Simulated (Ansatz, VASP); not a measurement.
**HgTe: VASP beside Ansatz**

File POSCAR:

```
HgTe
1.0
    0.0000000000      3.3078380044      3.3078380044
    3.3078380044      0.0000000000      3.3078380044
    3.3078380044      3.3078380044      0.0000000000
Hg Te
1 1
Direct
    0.0000000000      0.0000000000      0.0000000000
    0.2500000000      0.2500000000      0.2500000000
```

File INCAR.step1:

```
SYSTEM = HgTe
PREC = Accurate
ENCUT = 520
ISMEAR = 0
SIGMA = 0.05
LREAL = .FALSE.
LASPH = .TRUE.
NELM = 80
NBANDS = 16
GGA = PE
ALGO = Normal
EDIFF = 1E-4
LWAVE = .TRUE.
LCHARG = .FALSE.
```

INCAR.step2

```
SYSTEM = HgTe
PREC = Accurate
ENCUT = 520
EDIFF = 1E-6
ISMEAR = 0
SIGMA = 0.05
LREAL = .FALSE.
LASPH = .TRUE.
NELM = 80
ALGO = Normal
ISIF = 2
LWAVE = .FALSE.
LCHARG = .FALSE.
METAGGA = R2SCAN
LMIXTAU = .TRUE.
NBANDS = 16
ISTART = 1
```

The input KPOINTS:

```
Automatic mesh
0
G
  10 10 10
  0 0 0
```

Input for Ansatz:

```yaml
crystal:
  lattice:
    - [0.0, 3.3078380044, 3.3078380044]
    - [3.3078380044, 0.0, 3.3078380044]
    - [3.3078380044, 3.3078380044, 0.0]
  atoms:
    - { symbol: Hg, position: [0.0, 0.0, 0.0] }
    - { symbol: Te, position: [0.25, 0.25, 0.25] }
basis:
  ecutwfc: 500
  ecutrho_ratio: 4
kpoints:
  mp_grid: { grid: [10, 10, 10] }
hamiltonian:
  xc: r2scan
scf:
  occupations: { method: gaussian, width: 0.05 }
output:
  forces: true
  stress: true
  eigenvalues: true
```

Alike in both runs: task single point; functional r2SCAN; k mesh 10 × 10 × 10; occupations gaussian, width 0.05 eV; no spin polarisation.

```csv
,VASP,Ansatz
version,VASP 6.6.1,Ansatz 0.2.0
potentials or method,"VASP PAW PBE potentials, release 64 (Hg, Te), cutoff 520 eV","scalar-relativistic, plane waves, PAW"
valence electrons in the cell,18,36
```

|  | VASP | Ansatz | Ansatz less VASP |
| --- | --- | --- | --- |
| gap on the k mesh at the Fermi level (eV) | none | none | - |
| pressure (GPa) | -0.7 | -0.7 | -0.05 |

VASP's potentials were made for PBE, not for r2SCAN. A gap of «none» marks a metal or a gap that the smearing closes. VASP's potentials hold 18 valence electrons a cell and Ansatz's 36, so a difference there can come from the potentials and not from the codes.

Neither program's run includes spin-orbit coupling.
